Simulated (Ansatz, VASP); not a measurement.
InP in VASP and in Ansatz

```
CELL_PARAMETERS angstrom
0.00000 2.73013 3.08013
2.73013 0.00000 3.08013
2.73013 2.73013 0.00000
ATOMIC_POSITIONS crystal
In 0.00000 0.00000 0.00000
P 0.50000 0.50000 0.50000
```

Alike in both runs: task single point; functional PBE; k mesh 20 × 20 × 20; occupations gaussian, width 0.15 eV; no spin polarisation.

|  | VASP | Ansatz |
| --- | --- | --- |
| version | VASP 6.6.1 | Ansatz 0.2.0 |
| potentials or method | VASP PAW PBE potentials, release 64 (In_d, P), cutoff 520 eV | scalar-relativistic, plane waves, PAW |
| valence electrons in the cell | 18 | 18 |

|  | VASP | Ansatz | Ansatz less VASP |
| --- | --- | --- | --- |
| gap on the k mesh at the Fermi level (eV) | none | none | - |
| pressure (GPa) | -3.2 | -3.1 | +0.04 |
| traceless stress, the component that is largest in VASP (GPa) | -4.20 | -4.21 | -0.012 |

A gap of «none» marks a metal or a gap that the smearing closes.
